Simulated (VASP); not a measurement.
# MgO (P6_3/mmc) in VASP: notebook

MgO is run at these levels: PBEsol; tasks: electric field gradients, vibrations by perturbation theory.

All numbers are computed with VASP 6.6.1; they aren't measurements. Logs are shortened: lines on timing, memory, paths and dates and some standing lists are left out, and cuts for length are marked.

## (1) The cell of the first run

The structure is hexagonal, space group P6_3/mmc (No. 194). Conventional cell: a = 3.494 Å, b = 3.494 Å, c = 4.194 Å, α = 90.00°, β = 90.00°, γ = 120.00°. Mg (site symmetry -6m2) has 5 O at 2.02 to 2.10 Å within 2.7 Å. O (site symmetry -6m2) has 5 Mg at 2.02 to 2.10 Å within 2.7 Å.

## (2) Electric field gradients, PBEsol

INCAR

```
PREC = Accurate
ENCUT = 520
EDIFF = 1E-8
ISMEAR = 0
SIGMA = 0.01
LREAL = F
LASPH = T
NELM = 100
ALGO = Normal
ISIF = 2
LWAVE = F
LCHARG = F
GGA = PS
LEFG = T
NBANDS = 16
```

KPOINTS

```
regular mesh
0
Gamma
  6 6 6
```

POSCAR

```
MgO
1.0
    3.4939534250      0.0000000000      0.0000000000
   -1.7469767125      3.0258524257      0.0000000000
    0.0000000000      0.0000000000      4.1940413848
Mg O
2 2
Direct
    0.6666666667      0.3333333333      0.7500000000
    0.3333333333      0.6666666667      0.2500000000
    0.6666666667      0.3333333333      0.2500000000
    0.3333333333      0.6666666667      0.7500000000
```

Potentials or basis: VASP PAW PBE potentials, release 64 (Mg, O).

Command:

```console
> cat potpaw_PBE.64/Mg/POTCAR potpaw_PBE.64/O/POTCAR > POTCAR
> mpirun -np 1 vasp_std > vasp.out
```

OUTCAR:

```text
PREC = Accurate
   ENCUT = 520
   EDIFF = 1E-8
   ISMEAR = 0
   LREAL = F
   LASPH = T
   NELM = 100
   ISIF = 2
   GGA = PS

 ion  position               nearest neighbor table
   1  0.667  0.333  0.750-   4 2.02   4 2.02   4 2.02   3 2.10   3 2.10   2 2.91   2 2.91   2 2.91
                             2 2.91   2 2.91   2 2.91
   2  0.333  0.667  0.250-   3 2.02   3 2.02   3 2.02   4 2.10   4 2.10   1 2.91   1 2.91   1 2.91
                             1 2.91   1 2.91   1 2.91
   3  0.667  0.333  0.250-   2 2.02   2 2.02   2 2.02   1 2.10   1 2.10
   4  0.333  0.667  0.750-   1 2.02   1 2.02   1 2.02   2 2.10   2 2.10

  LATTYP: Found a hexagonal cell.
 ALAT       =     3.4939534250
 C/A-ratio  =     1.2003712914

  Lattice vectors:

 A1 = (   3.4939534250,   0.0000000000,   0.0000000000)
 A2 = (  -1.7469767125,   3.0258524257,   0.0000000000)
 A3 = (   0.0000000000,   0.0000000000,   4.1940413848)

Analysis of symmetry for initial positions (statically):
=====================================================================
 Subroutine PRICEL returns:
 Original cell was already a primitive cell.

 Routine SETGRP: Setting up the symmetry group for a
 hexagonal supercell.

 Subroutine GETGRP returns: Found 24 space group operations
 (whereof 12 operations were pure point group operations)
 out of a pool of 24 trial point group operations.

The static configuration has the point symmetry D_3d.
 The point group associated with its full space group is D_6h.

Analysis of symmetry for dynamics (positions and initial velocities):
=====================================================================
 Subroutine PRICEL returns:
 Original cell was already a primitive cell.

 Routine SETGRP: Setting up the symmetry group for a
 hexagonal supercell.

 Subroutine GETGRP returns: Found 24 space group operations
 (whereof 12 operations were pure point group operations)
 out of a pool of 24 trial point group operations.

The dynamic configuration has the point symmetry D_3d.
 The point group associated with its full space group is D_6h.

 Subroutine INISYM returns: Found 24 space group operations
 (whereof 12 operations are pure point group operations),
 and found     1 'primitive' translations

[... 141 lines left out ...]
  ext. energy  EPLUGINS =         0.00000000
  ---------------------------------------------------
  free energy    TOTEN  =       -24.75902161 eV

  energy without entropy =      -24.75902161  energy(sigma->0) =      -24.75902161

 E-fermi :   1.8988     XC(G=0): -10.2768

 val. band max:        1.8319110090   @ k =   0.0000   0.0000   0.0000
 cond. band min:       5.1031140924   @ k =   0.0000   0.0000   0.0000
 fundamental gap:      3.2712030833
 Fermi energy:         1.8988383520

 k-point     1 :       0.0000    0.0000    0.0000
  band No.  band energies     occupation
      1     -15.0041      2.00000
      2     -13.5963      2.00000
      3      -1.8382      2.00000
      4       0.0925      2.00000
      5       0.0925      2.00000
      6       1.0260      2.00000
[... 433 lines left out ...]
      3      -1.7838      2.00000
      4      -1.7838      2.00000
      5       0.3481      2.00000
      6       0.3481      2.00000
[... 8 lines left out ...]
     15      16.5145      0.00000
     16      16.5145      0.00000

 [... further k-points ...]
[... 5 lines left out ...]
  --------------------------------------------------------------------------------------
  -------------------------------------------------------------------------------------
  Total       -0.0880112     -0.0880112     -0.1124190      0.0000000     -0.0000000      0.0000000
  in kB       -3.1801763     -3.1801763     -4.0621196      0.0000000     -0.0000000      0.0000000
  external PRESSURE =      -3.4741574 kB  Pullay stress =       0.0000000 kB

 VOLUME and BASIS-vectors are now :
 -----------------------------------------------------------------------------
  energy-cutoff  :      520.00
  volume of cell :       44.34
      direct lattice vectors                 reciprocal lattice vectors
     3.493953425  0.000000000  0.000000000     0.286208738  0.165242692  0.000000000
    -1.746976712  3.025852426  0.000000000     0.000000000  0.330485384  0.000000000
     0.000000000  0.000000000  4.194041385     0.000000000  0.000000000  0.238433508

 POSITION                                       TOTAL-FORCE (eV/Angst)
 -----------------------------------------------------------------------------------
      1.74698      1.00862      3.14553         0.000000     -0.000000      0.000000
     -0.00000      2.01723      1.04851        -0.000000      0.000000      0.000000
      1.74698      1.00862      1.04851        -0.000000      0.000000      0.000000
     -0.00000      2.01723      3.14553         0.000000      0.000000      0.000000
 -----------------------------------------------------------------------------------
    total drift:                                0.000000     -0.000000      0.000000

  FREE ENERGIE OF THE ION-ELECTRON SYSTEM (eV)
  ---------------------------------------------------
  free  energy   TOTEN  =       -24.7590216080 eV

  energy  without entropy=      -24.7590216080  energy(sigma->0) =      -24.75902161

 Electric field gradients (V/A^2)
---------------------------------------------------------------------
 ion       V_xx      V_yy      V_zz      V_xy      V_xz      V_yz
---------------------------------------------------------------------
   1       0.138     0.138    -0.276     0.000    -0.000     0.000
   2       0.138     0.138    -0.276     0.000     0.000    -0.000
   3       2.996     2.996    -5.993     0.000     0.000    -0.000
   4       2.996     2.996    -5.993     0.000    -0.000     0.000
---------------------------------------------------------------------

 Electric field gradients after diagonalization (V/A^2)
 (convention: |V_zz| > |V_xx| > |V_yy|)
----------------------------------------------------------------------
 ion       V_xx      V_yy      V_zz     asymmetry (V_yy - V_xx)/ V_zz
----------------------------------------------------------------------
   1       0.138     0.138    -0.276       0.000
   2       0.138     0.138    -0.276       0.000
   3       2.997     2.996    -5.993       0.000
   4       2.997     2.996    -5.993       0.000
----------------------------------------------------------------------

           NMR quadrupolar parameters

 Cq : quadrupolar parameter    Cq=e*Q*V_zz/h
 eta: asymmetry parameters     (V_yy - V_xx)/ V_zz
 Q  : nuclear electric quadrupole moment in mb (millibarn)
----------------------------------------------------------------------
 ion       Cq(MHz)       eta       Q (mb)
----------------------------------------------------------------------
   1      -0.001       0.000       1.000
   2      -0.001       0.000       1.000
   3      -0.014       0.000       1.000
   4      -0.014       0.000       1.000
----------------------------------------------------------------------
```

OSZICAR:

```text
N       E                     dE             d eps       ncg     rms          rms(c)
DAV:   1     0.642562114543E+02    0.64256E+02   -0.76540E+03   896   0.897E+02
DAV:   2    -0.242099362573E+02   -0.88466E+02   -0.81003E+02  1256   0.199E+02
DAV:   3    -0.283565590047E+02   -0.41466E+01   -0.41372E+01  1000   0.450E+01
DAV:   4    -0.283734001597E+02   -0.16841E-01   -0.16841E-01  1104   0.333E+00
DAV:   5    -0.283734856533E+02   -0.85494E-04   -0.85494E-04   984   0.226E-01    0.104E+01
DAV:   6    -0.248712658974E+02    0.35022E+01   -0.90175E+00   928   0.232E+01    0.351E+00
DAV:   7    -0.247979849133E+02    0.73281E-01   -0.14414E-01   904   0.308E+00    0.207E+00
DAV:   8    -0.247611842047E+02    0.36801E-01   -0.92735E-02   976   0.318E+00    0.507E-01
DAV:   9    -0.247585491016E+02    0.26351E-02   -0.65930E-03  1048   0.716E-01    0.110E-01
DAV:  10    -0.247590169011E+02   -0.46780E-03   -0.36455E-04   920   0.149E-01    0.201E-02
DAV:  11    -0.247590235355E+02   -0.66344E-05   -0.13634E-05  1032   0.262E-02    0.166E-02
DAV:  12    -0.247590219266E+02    0.16089E-05   -0.34476E-06   944   0.154E-02    0.492E-03
DAV:  13    -0.247590215958E+02    0.33084E-06   -0.87388E-07  1024   0.753E-03    0.444E-04
DAV:  14    -0.247590216107E+02   -0.14912E-07   -0.65800E-09   712   0.763E-04    0.507E-04
DAV:  15    -0.247590216080E+02    0.26994E-08   -0.10652E-08   512   0.833E-04
   1 F= -.24759022E+02 E0= -.24759022E+02  d E =-.919925E-24
```

It took 26 s on 1 thread of Intel Xeon Platinum 8375C at 2.90GHz (Ice Lake), shared host; peak memory 0.17 GiB.

Results:

- Free energy: -24.7590 eV
- Pressure: -0.3 GPa
- Band gap on the k mesh: 3.27 eV
- Largest electric field gradient by atom: Mg -0.3; O -6.0 V/Å²

Stress tensor (GPa, compression positive):
```
-0.32  0.00  0.00
 0.00 -0.32  0.00
 0.00  0.00 -0.41
```

Electric field gradients, principal values (V/Å²):
```tsv
atom	least	middle	greatest (by size)
1 Mg	0.138	0.138	-0.276
2 Mg	0.138	0.138	-0.276
3 O	2.996	2.997	-5.993
4 O	2.996	2.997	-5.993
```

Caveat: without QUAD_EFG the Cq values of the log hold for a quadrupole moment of 1 mb, not for the nuclei; the PAW data sets were made with another functional, which shifts forces and pressure a little.

[end of part 1 of 2]
